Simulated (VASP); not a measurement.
# Sr11O12 (a cell with a defect) in VASP: single point with PBE

Aim: the single point of Sr11O12 (a cell with a defect) with PBE.

Program: VASP 6.6.1. These are calculated values, not measurements. Logs are shortened: lines on timing, memory, paths and dates and some standing lists are left out, and cuts for length are marked.

**1. The cell of the first run**

The cell holds a defect, 23 atoms: a = 7.431 Å, b = 7.431 Å, c = 10.368 Å, α = 90.00°, β = 90.00°, γ = 120.00°.

**2. Single point, PBE (atoms taken out, then relaxed in part)**

The input, INCAR:

```
PREC     = Accurate       # precision mode
ENCUT    = 520            # plane-wave cutoff, eV
EDIFF    = 1E-6           # SCF threshold, eV
ISMEAR   = 0              # smearing method
SIGMA    = 0.05           # smearing width, eV
LREAL    = False          # projectors in reciprocal space
LASPH    = True           # aspherical terms in the spheres
NELM     = 120            # most SCF steps
ALGO     = Normal         # electronic algorithm
ISIF     = 2              # what is computed and relaxed
LWAVE    = False          # write WAVECAR
LCHARG   = True           # write CHGCAR
GGA      = PE             # functional
LELF     = True           # ELF
LVHAR    = True         
NELECT   = 184.0        
NBANDS   = 108            # bands
GGA_COMPAT= False
```

The input, KPOINTS:

```
Automatic mesh
0
Gamma
  3 3 2
```

The input, POSCAR:

```
Sr11O12
1.0
    0.0000000000     -7.4310438777      0.0000000000
    6.4354727747      3.7155219389      0.0000000000
    0.0000000000      0.0000000000     10.3683011420
Sr O
11 12
Direct
    0.3348139852      0.3348139852      0.9672666791
    0.6879173739      0.0230475672      0.4693613837
    0.6598462044     -0.0160186240      0.9622614617
    0.0230475672      0.6879173739      0.4693613837
   -0.0160186240      0.6598462044      0.9622614617
    0.6651860148      0.6651860148      0.2202332161
    0.5000000000      0.5000000000      0.5937499476
    0.0160186240      0.3401537956      0.2252384335
   -0.0230475672      0.3120826261      0.7181385115
    0.3401537956      1.0160186240      0.2252384335
    0.3120826261      0.9769524328      0.7181385115
    0.3370821497      0.3370821497      0.2025039924
    0.2769455260      0.2769455260      0.7413338180
    0.6715229282      0.0112700981      0.2170685791
    0.6442979859     -0.0042728176      0.7146939362
    0.0112700981      0.6715229282      0.2170685791
   -0.0042728176      0.6442979859      0.7146939362
    0.7230544740      0.7230544740      0.4461660773
    0.6629178503      0.6629178503      0.9849959028
    0.0042728176      0.3557020141      0.4728059591
   -0.0112700981      0.3284770718      0.9704313161
    0.3557020141      1.0042728176      0.4728059591
    0.3284770718      0.9887299019      0.9704313161
```

Potentials or basis: VASP PAW PBE potentials, release 64 (Sr_sv, O).

On the command line:

```
$ cat potpaw_PBE.64/Sr_sv/POTCAR potpaw_PBE.64/O/POTCAR > POTCAR
$ mpirun -np 1 vasp_std > vasp.out
```

OUTCAR:

```text
PREC = Accurate
   ENCUT = 520
   EDIFF = 1E-6
   ISMEAR = 0
   LREAL = False
   LASPH = True
   NELM = 120
   ISIF = 2
   GGA = PE
   NELECT = 184.0

 ion  position               nearest neighbor table
   1  0.335  0.335  0.967-  13 2.38  12 2.44  19 2.45  21 2.55  23 2.55   8 3.59  10 3.59   6 3.59
                             9 3.65  11 3.65   7 4.06   5 4.18   3 4.18   3 4.35   5 4.35   5 4.35
   2  0.688  0.023  0.469-  18 2.38  22 2.40  20 2.41  15 2.56  14 2.62   9 3.36   8 3.49  10 3.60
                             7 3.65   6 3.65  11 3.69   4 4.28   4 4.28   4 4.31   7 4.60   3 5.12
   3  0.660  0.984  0.962-  19 2.41  23 2.48  21 2.51  15 2.57  14 2.65   9 3.49   6 3.59  11 3.60
                            10 3.70   8 3.80   5 4.17   1 4.18   1 4.35   5 4.35   5 4.35   1 4.35
   4  0.023  0.688  0.469-  18 2.38  20 2.40  22 2.41  17 2.56  16 2.62  11 3.36  10 3.49   8 3.60
                             7 3.65   6 3.65   9 3.69   2 4.28   2 4.28   2 4.31   7 4.60   5 5.12
   5  0.984  0.660  0.962-  19 2.41  21 2.48  23 2.51  17 2.57  16 2.65  11 3.49   6 3.59   9 3.60
                             8 3.70  10 3.80   3 4.17   1 4.18   1 4.35   3 4.35   3 4.35   1 4.35
   6  0.665  0.665  0.220-  18 2.38  19 2.44  12 2.45  16 2.55  14 2.55   5 3.59   3 3.59   1 3.59
                             4 3.65   2 3.65   7 4.06   8 4.18  10 4.18  10 4.35   8 4.35   8 4.35
   7  0.500  0.500  0.594-  18 2.26  13 2.26  20 3.51  22 3.51  17 3.51  15 3.51   9 3.65   4 3.65
                            11 3.65   2 3.65   1 4.06   6 4.06   9 4.60   4 4.60  11 4.60   2 4.60
   8  0.016  0.340  0.225-  12 2.41  16 2.48  14 2.51  20 2.57  21 2.65   2 3.49   1 3.59   4 3.60
                             5 3.70   3 3.80  10 4.17   6 4.18   6 4.35  10 4.35  10 4.35   6 4.35
   9  0.977  0.312  0.718-  13 2.38  17 2.40  15 2.41  20 2.56  21 2.62   2 3.36   3 3.49   5 3.60
                             7 3.65   1 3.65   4 3.69  11 4.28  11 4.28  11 4.31   7 4.60   8 5.12
  10  0.340  0.016  0.225-  12 2.41  14 2.48  16 2.51  22 2.57  23 2.65   4 3.49   1 3.59   2 3.60
                             3 3.70   5 3.80   8 4.17   6 4.18   6 4.35   8 4.35   8 4.35   6 4.35
  11  0.312  0.977  0.718-  13 2.38  15 2.40  17 2.41  22 2.56  23 2.62   4 3.36   5 3.49   3 3.60
                             7 3.65   1 3.65   2 3.69   9 4.28   9 4.28   9 4.31   7 4.60  10 5.12
  12  0.337  0.337  0.203-   8 2.41  10 2.41   1 2.44   6 2.45
  13  0.277  0.277  0.741-   7 2.26   1 2.38   9 2.38  11 2.38
  14  0.672  0.011  0.217-  10 2.48   8 2.51   6 2.55   2 2.62   3 2.65
  15  0.644  0.996  0.715-  11 2.40   9 2.41   2 2.56   3 2.57   7 3.51
  16  0.011  0.672  0.217-   8 2.48  10 2.51   6 2.55   4 2.62   5 2.65
  17  0.996  0.644  0.715-   9 2.40  11 2.41   4 2.56   5 2.57   7 3.51
  18  0.723  0.723  0.446-   7 2.26   6 2.38   4 2.38   2 2.38
  19  0.663  0.663  0.985-   5 2.41   3 2.41   6 2.44   1 2.45
  20  0.004  0.356  0.473-   4 2.40   2 2.41   9 2.56   8 2.57   7 3.51
  21  0.989  0.328  0.970-   5 2.48   3 2.51   1 2.55   9 2.62   8 2.65
  22  0.356  0.004  0.473-   2 2.40   4 2.41  11 2.56  10 2.57   7 3.51
  23  0.328  0.989  0.970-   3 2.48   5 2.51   1 2.55  11 2.62  10 2.65

  LATTYP: Found a hexagonal cell.
 ALAT       =     7.4310438777
 C/A-ratio  =     1.3952684593

  Lattice vectors:

 A1 = (   0.0000000000,  -7.4310438777,   0.0000000000)
 A2 = (   6.4354727747,   3.7155219389,   0.0000000000)
 A3 = (   0.0000000000,   0.0000000000,  10.3683011420)

Analysis of symmetry for initial positions (statically):
=====================================================================
 Subroutine PRICEL returns:
 Original cell was already a primitive cell.

 Routine SETGRP: Setting up the symmetry group for a
 hexagonal supercell.

 Subroutine GETGRP returns: Found  4 space group operations
 (whereof  2 operations were pure point group operations)
 out of a pool of 24 trial point group operations.

The static configuration has the point symmetry C_1h.
 The point group associated with its full space group is C_2h.

Analysis of symmetry for dynamics (positions and initial velocities):
=====================================================================
 Subroutine PRICEL returns:
 Original cell was already a primitive cell.

 Routine SETGRP: Setting up the symmetry group for a
 hexagonal supercell.

 Subroutine GETGRP returns: Found  4 space group operations
 (whereof  2 operations were pure point group operations)
 out of a pool of 24 trial point group operations.

The dynamic configuration has the point symmetry C_1h.
 The point group associated with its full space group is C_2h.

 Subroutine INISYM returns: Found  4 space group operations
 (whereof  2 operations are pure point group operations),
[... 74 lines left out ...]

 Generating k-lattice:

  Cartesian coordinates                     Fractional coordinates (reciprocal lattice)
     0.025898123 -0.044856865  0.000000000     0.333333333  0.000000000  0.000000000
     0.051796246  0.000000000  0.000000000     0.000000000  0.333333333  0.000000000
     0.000000000  0.000000000  0.048223908     0.000000000  0.000000000  0.500000000

  Length of vectors
     0.051796246  0.051796246  0.048223908

  Shift w.r.t. Gamma in fractional coordinates (k-lattice)
     0.000000000  0.000000000  0.000000000

 Subroutine IBZKPT returns following result:
 ===========================================

 Found      8 irreducible k-points:

 Following reciprocal coordinates:
            Coordinates               Weight
  0.000000  0.000000  0.000000      1.000000
  0.333333 -0.000000  0.000000      4.000000
 -0.333333  0.333333  0.000000      2.000000
  0.333333  0.333333  0.000000      2.000000
  0.000000  0.000000  0.500000      1.000000
  0.333333 -0.000000  0.500000      4.000000
 -0.333333  0.333333  0.500000      2.000000
  0.333333  0.333333  0.500000      2.000000
   k-points           NKPTS =      8   k-points in BZ     NKDIM =      8   number of bands    NBANDS=    108
   number of dos      NEDOS =    301   number of ions     NIONS =     23
   total plane-waves  NPLWV = 250880
   dimension x,y,z NGX =    56 NGY =   56 NGZ =   80
   dimension x,y,z NGXF=   112 NGYF=  112 NGZF=  160
   ions per type =              11  12
   NGX,Y,Z   is equivalent  to a cutoff of  12.53, 12.53, 12.83 a.u.
   NGXF,Y,Z  is equivalent  to a cutoff of  25.06, 25.06, 25.65 a.u.
 SYSTEM =  unknown system
   PREC   = accura    normal or accurate (medium, high low for compatibility)
   ISTART =      0    job   : 0-new  1-cont  2-samecut
   ICHARG =      2    charge: 1-file 2-atom 10-const
   ISPIN  =      1    spin polarized calculation?
   LNONCOLLINEAR =      F non collinear calculations
   LSORBIT =      F    spin-orbit coupling
   LASPH  =      T    aspherical Exc in radial PAW
   ENCUT  =  520.0 eV  38.22 Ry    6.18 a.u.  13.82 13.82 19.28*2*pi/ulx,y,z
   NELM   =    120;   NELMIN=  2; NELMDL= -5     # of ELM steps
   EDIFF  = 0.1E-05   stopping-criterion for ELM
   LREAL  =      F    real-space projection
   EDIFFG = 0.1E-04   stopping-criterion for IOM
   NSW    =      0    number of steps for IOM
   IBRION =     -1    ionic relax: 0-MD 1-quasi-New 2-CG
   NFREE  =      0    steps in history (QN), initial steepest desc. (CG)
   ISIF   =      2    stress and relaxation
   ISYM   =      2    0-nonsym 1-usesym 2-fastsym
   POTIM  = 0.5000    time-step for ionic-motion
   TEBEG  =    0.0;   TEEND  =   0.0 temperature during run
   PSTRESS=    0.0 pullay stress
   NELECT =     184.0000    total number of electrons
   NUPDOWN=      -1.0000    fix difference up-down
   EMIN   =  10.00;   EMAX   =-10.00  energy-range for DOS
   EFERMI =   0.00;   METHOD = LEGACY
   ISMEAR =     0;   SIGMA  =   0.05  broadening in eV -4-tet -1-fermi 0-gaus
   EFERMI_NEDOS =   21; number of points for ismear=-14 and -15
   IALGO  =     38    algorithm
   IMIX   =      4    mixing-type and parameters
     AMIX     =   0.40;   BMIX     =  1.00
     AMIX_MAG =   1.60;   BMIX_MAG =  1.00
  volume/ion in A,a.u.               =      21.56       145.48
  Fermi-wavevector in a.u.,A,eV,Ry     =   1.176436  2.223141 18.830472  1.384001
  Thomas-Fermi vector in A             =   2.312799
   LORBIT       =      0    0 simple, 1 ext, 2 COOP (PROOUT), +10 PAW based schemes
   GGA     = PE    functional components
   LHFCALC =     F    Hartree Fock is set to
   AEXX    =    0.0000 exact exchange contribution
   IVDW    =     0    specifies the selected vdW correction
   LEPSILON=     F    determine dielectric tensor
   LRPA    =     F    only Hartree local field effects (RPA)
 non-spin polarized calculation
 Gauss-broadening in eV      SIGMA  =   0.05
  energy-cutoff  :      520.00
  volume of cell :      495.84
 maximum number of plane-waves:     13392
   NGX = 27   NGY = 27   NGZ = 39

 number of electron     183.9999986 magnetization

 Free energy of the ion-electron system (eV)
  ---------------------------------------------------
  ext. energy  EPLUGINS =         0.00000000
  ---------------------------------------------------
  free energy    TOTEN  =      -132.06338358 eV

  energy without entropy =     -132.06338358  energy(sigma->0) =     -132.06338358

 E-fermi :   0.7412     XC(G=0):  -8.6804

 val. band max:        0.4951188823   @ k =   0.0000   0.0000   0.0000
 cond. band min:       2.5152162963   @ k =   0.0000   0.0000   0.0000
 fundamental gap:      2.0200974141
 Fermi energy:         0.7412119623

 k-point     1 :       0.0000    0.0000    0.0000
  band No.  band energies     occupation
      1     -33.6032      2.00000
      2     -32.1405      2.00000
      3     -32.1057      2.00000
      4     -32.1045      2.00000
      5     -32.1013      2.00000
      6     -31.9280      2.00000
[... 845 lines left out ...]
    103       5.7951      0.00000
    104       6.0494      0.00000
 [bands above 104 left out]

------------------------ aborting loop because EDIFF is reached ----------------------------------------

  FORCE on cell =-STRESS in cart. coord.  units (eV):
  Direction    XX          YY          ZZ          XY          YZ          ZX
  --------------------------------------------------------------------------------------
  -------------------------------------------------------------------------------------
  Total       11.6051676     11.3160758     13.7878805     -0.2503609      3.1012809     -5.3715762
  in kB       37.4993823     36.5652498     44.5523080     -0.8089825     10.0210632    -17.3569909
  external PRESSURE =      39.5389800 kB  Pullay stress =       0.0000000 kB

 VOLUME and BASIS-vectors are now :
 -----------------------------------------------------------------------------
  energy-cutoff  :      520.00
  volume of cell :      495.84
      direct lattice vectors                 reciprocal lattice vectors
     0.000000000 -7.431043878  0.000000000     0.077694370 -0.134570596  0.000000000
     6.435472775  3.715521939  0.000000000     0.155388739  0.000000000  0.000000000
     0.000000000  0.000000000 10.368301142     0.000000000  0.000000000  0.096447816

 POSITION                                       TOTAL-FORCE (eV/Angst)
 -----------------------------------------------------------------------------------
      2.15469     -1.24401     10.02891        -0.001010      0.000583      0.002669
      0.14832     -5.02631      4.86648         0.001732     -0.006616     -0.005224
      6.33239     -1.24734      9.97702         0.009873      0.001892     -0.000995
      4.42707      2.38470      4.86648         0.006595      0.001808     -0.005224
      4.24642     -4.86034      9.97702         0.003299     -0.009497     -0.000995
      4.28079     -2.47151      2.28344         0.001010     -0.000583     -0.002669
[... 15 lines left out ...]
      0.02750     -2.62736      4.90219         0.035048      0.021637      0.001217
      6.36294      1.23272     10.06172         0.004601      0.005468      0.004577
 -----------------------------------------------------------------------------------
    total drift:                               -0.000000      0.000000     -0.000004

  FREE ENERGIE OF THE ION-ELECTRON SYSTEM (eV)
  ---------------------------------------------------
  free  energy   TOTEN  =      -132.0633835808 eV

  energy  without entropy=     -132.0633835808  energy(sigma->0) =     -132.06338358
```

It took 9.3 min on 1 thread of AMD EPYC 9R45 (Zen 5), shared host; peak memory 0.68 GiB.

Results:

- Free energy: -132.0634 eV
- Largest force: 0.072 eV/Å

Forces in eV/Å, atoms in the order of the input:
```
Sr  -0.001  0.001  0.003
Sr   0.002 -0.007 -0.005
Sr   0.010  0.002 -0.001
Sr   0.007  0.002 -0.005
Sr   0.003 -0.009 -0.001
Sr   0.001 -0.001 -0.003
Sr   0.000  0.000  0.000
Sr  -0.003  0.009  0.001
Sr  -0.007 -0.002  0.005
Sr  -0.010 -0.002  0.001
Sr  -0.002  0.007  0.005
O    0.004 -0.003  0.037
O   -0.053  0.031  0.038
O   -0.005 -0.005 -0.005
O   -0.035 -0.022 -0.001
O    0.002  0.007 -0.005
O    0.001  0.041 -0.001
O    0.053 -0.031 -0.038
O   -0.004  0.003 -0.037
O   -0.001 -0.041  0.001
O   -0.002 -0.007  0.005
O    0.035  0.022  0.001
O    0.005  0.005  0.005
```

Caveat: the cell carries a net charge on a neutralising background, which shifts energy and pressure; the cell differs from its parent crystal (atoms taken out, then relaxed in part); the cell is charged against a uniform background, so pressure and absolute levels hang on convention.
